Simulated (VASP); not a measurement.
Runs of VASP 6.6.1 on Na. The structure is that of space group Pm-3m (No. 221), or close to it. The cells are those of the table. 

| task | cell | gap on the mesh (eV) | pressure (GPa) |
| --- | --- | --- | --- |
| single point | a = 2.772 Å, 1 atom | none | 9.9 |
| relaxation of cell and atoms | relaxed from a = 3.510 Å, 1 atom | none | 0.0 |
| single point | a = 3.296 Å, 1 atom | none | (a) |
| single point | a = 2.489 Å, 1 atom | none | 29.8 |
| relaxation of cell and atoms | relaxed to 20 GPa from a = 3.510 Å, 1 atom | none | 20.0 |
| single point | a = 2.596 Å, 1 atom | none | 19.8 |
| relaxation of cell and atoms | relaxed to 30 GPa from a = 3.510 Å, 1 atom | none | 29.8 |
| relaxation of cell and atoms | relaxed to 10 GPa from a = 3.510 Å, 1 atom | none | 9.9 |

Alike in all rows: level LDA; potentials or basis VASP PAW LDA potentials, release 64 (Na_pv); no spin polarisation; k mesh 6 × 6 × 6; cutoff (eV) 500; smearing methfessel-paxton 0.1 eV.

Fill in the values left out.

(a) -0.1.

Caveats: some runs use coarse meshes; the cell is relaxed towards a set pressure, so the enthalpy falls and the energy may rise (some runs).

A gap of «none» marks levels without a gap at the run's occupations.
